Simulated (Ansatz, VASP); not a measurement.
One calculation of N, two programs

POSCAR

```
N
1.0
    3.6204208593      0.0000000000      0.0000000000
   -1.8102104297      3.1353764365      0.0000000000
    0.0000000000      0.0000000000      7.6409886428
N
4
Direct
    0.3333333333      0.6666666667      0.3215760740
    0.3333333333      0.6666666667      0.1784239260
    0.6666666667      0.3333333333      0.8215760740
    0.6666666667      0.3333333333      0.6784239260
```

The input INCAR.step1:

```
SYSTEM = N
PREC = Accurate ; ENCUT = 520
ISMEAR = 0 ; SIGMA = 0.01
LREAL = .False. ; LASPH = .True.
NELM = 100 ; NBANDS = 18
GGA = PE ; ALGO = Normal
EDIFF = 1E-4 ; LWAVE = .True.
LCHARG = .False.
```

Contents of INCAR.step2:

```
SYSTEM = N
PREC = Accurate ; ENCUT = 520
EDIFF = 1E-6 ; ISMEAR = 0
SIGMA = 0.01 ; LREAL = .False.
LASPH = .True. ; NELM = 100
ALGO = Normal ; ISIF = 2
LWAVE = .False. ; LCHARG = .False.
METAGGA = R2SCAN ; LMIXTAU = .True.
NBANDS = 18 ; ISTART = 1
```

KPOINTS

```
Automatic mesh
0
Gamma
  12 12 4
  0 0 0
```

Input for Ansatz:

```yaml
crystal:
  lattice:
    - [3.6204208593, 0.0, 0.0]
    - [-1.8102104297, 3.1353764365, 0.0]
    - [0.0, 0.0, 7.6409886428]
  atoms:
    - { symbol: "N", position: [0.3333333333, 0.6666666667, 0.321576074] }
    - { symbol: "N", position: [0.3333333333, 0.6666666667, 0.178423926] }
    - { symbol: "N", position: [0.6666666667, 0.3333333333, 0.821576074] }
    - { symbol: "N", position: [0.6666666667, 0.3333333333, 0.678423926] }
kpoints:
  mp_grid: { grid: [12, 12, 4] }
  band_path:
    path:
      - [0.0, 0.0, 0.0]
      - [0.5, 0.0, 0.0]
      - [0.3333333333, 0.3333333333, 0.0]
      - [0.0, 0.0, 0.5]
      - [0.5, 0.0, 0.5]
      - [0.3333333333, 0.3333333333, 0.5]
      - [0.125, 0.177083, 0.0]
      - [0.0, 0.5, 0.0]
    npoints: 1
hamiltonian:
  xc: r2scan
scf:
  occupations: { method: fixed }
  n_extra_bands: 5
output:
  forces: true
  stress: true
  eigenvalues: true
  write_density: true
  write_potential: true
  elf: true
  volumetric_format: npy
```

Change from the starting cell: biaxial_xy strain +1.1%.

Alike in both runs: task single point; functional r2SCAN; k mesh 12 × 12 × 4; no spin polarisation.

|  | VASP | Ansatz |
| --- | --- | --- |
| version | VASP 6.6.1 | Ansatz 0.2.0 |
| potentials or method | VASP PAW PBE potentials, release 64 (N) | plane waves, PAW |
| plane-wave cutoff (eV) | 520 | 500 |
| occupations | gaussian, width 0.01 eV | fixed |
| valence electrons in the cell | 20 | 20 |

Ansatz gave:

- gap on the k mesh at the Fermi level (eV): 7.78
- pressure (GPa): 0.2
- traceless stress, the component that is largest in VASP (GPa): -0.13
- rms of the force components (eV/Å): 0.032

**Question.** What did VASP give for the same quantities?

**Answer.** gap on the k mesh at the Fermi level (eV): 7.75; pressure (GPa): 3.0; traceless stress, the component that is largest in VASP (GPa): 6.02; rms of the force components (eV/Å): 1.297.

VASP's potentials were made for PBE, not for r2SCAN. Atom by atom the forces differ by 1.329 eV/Å (rms over components).

Noted on VASP's run: the standard files for N, O and F lose accuracy on very short bonds.
